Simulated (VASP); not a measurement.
# Cu: single point with PBEsol

Cu:

```xyz
1
Lattice="0.0000 1.8165 1.8075 1.8165 0.0000 1.8075 1.8165 1.8165 0.0000" Properties=species:S:1:pos:R:3 pbc="T T T"
Cu    0.0000    0.0000    0.0000
```

This cell differs from its parent crystal: strain +0.0050 x Voigt [1, 1, 0, 0, 0, 0].

```json
{
 "Program": "VASP 6.6.1",
 "Task": "single point",
 "Functional": "PBEsol",
 "Potentials or basis": "VASP PAW PBE potentials, release 64 (Cu)",
 "Cutoff": "520 eV",
 "k mesh": "22 × 22 × 22",
 "Occupations": "gaussian, width 0.15 eV",
 "Spin": "no spin polarisation",
 "Dipole correction": "no",
 "Further INCAR settings": "ALGO = Normal; EDIFF = 1e-06; NBANDS = 12"
}
```

```yaml
Pressure: -7.1 GPa
```

Stress tensor (GPa, compression positive):
```
-7.19  0.00  0.00
 0.00 -7.19  0.00
 0.00  0.00 -6.92
```

Levels at points of the mesh, in eV from the Fermi level:
```
           k point  band 3  band 4  band 5  band 6  band 7  band 8  band 9  band 10
(0.00, 0.00, 0.00)   -2.99   -2.96   -2.17   -2.15   22.52   25.05   25.05    25.07
(0.50, 0.00, 0.00)   -3.00   -1.61   -1.60   -0.99    3.70   21.01   21.79    21.97
(0.50, 0.50, 0.00)   -1.62   -1.46   -1.46    1.55    7.13   12.89   12.89    17.40
(0.50, 0.00, 0.50)   -1.62   -1.47   -1.46    1.44    7.00   13.01   13.02    17.50
```

It took 37 s on 1 thread of Intel(R) Xeon(R) 6975P-C (Granite Rapids), on a shared host, peak memory 0.22 GiB.

Caveat: the cell differs from its parent crystal (strain +0.0050 x Voigt [1, 1, 0, 0, 0, 0]); the PAW data sets were made with another functional, which shifts forces and pressure a little.
